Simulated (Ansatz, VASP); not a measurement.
## Fe2Cl in VASP and in Ansatz

```
Fe Cl
1.0
     0.00000    2.85750    2.85750
     2.85750    0.00000    2.85750
     2.85750    2.85750    0.00000
Fe Cl
2 1
Direct
  0.25000 0.25000 0.25000
  0.75000 0.75000 0.75000
  0.00000 0.00000 0.00000
```

Alike in both runs: task single point; functional PBE; k mesh 6 × 6 × 6; occupations gaussian, width 0.1 eV; collinear spin.

|  | VASP | Ansatz |
| --- | --- | --- |
| version | VASP 6.6.1 | Ansatz 0.2.0 |
| potentials or method | VASP PAW PBE potentials, release 64 (Fe, Cl), cutoff 520 eV | scalar-relativistic, plane waves, PAW |
| valence electrons in the cell | 23 | 39 |

VASP gave:

* gap on the k mesh at the Fermi level (eV): none
* pressure (GPa): -3.0
* net moment per atom (μB): 1.86
* size of the moment on the site where the two differ most (μB): 0.11

Which values does Ansatz return?

gap on the k mesh at the Fermi level (eV): none; pressure (GPa): -3.3; net moment per atom (μB): 1.87; size of the moment on the site where the two differ most (μB): 0.09.

Site moments also hang on the region over which each program counts them. A gap of «none» marks a metal or a gap that the smearing closes. The functional is the same, so the differences come from potentials, cutoffs and numerics. VASP's potentials hold 23 valence electrons a cell and Ansatz's 39, so a difference there can come from the potentials and not from the codes.
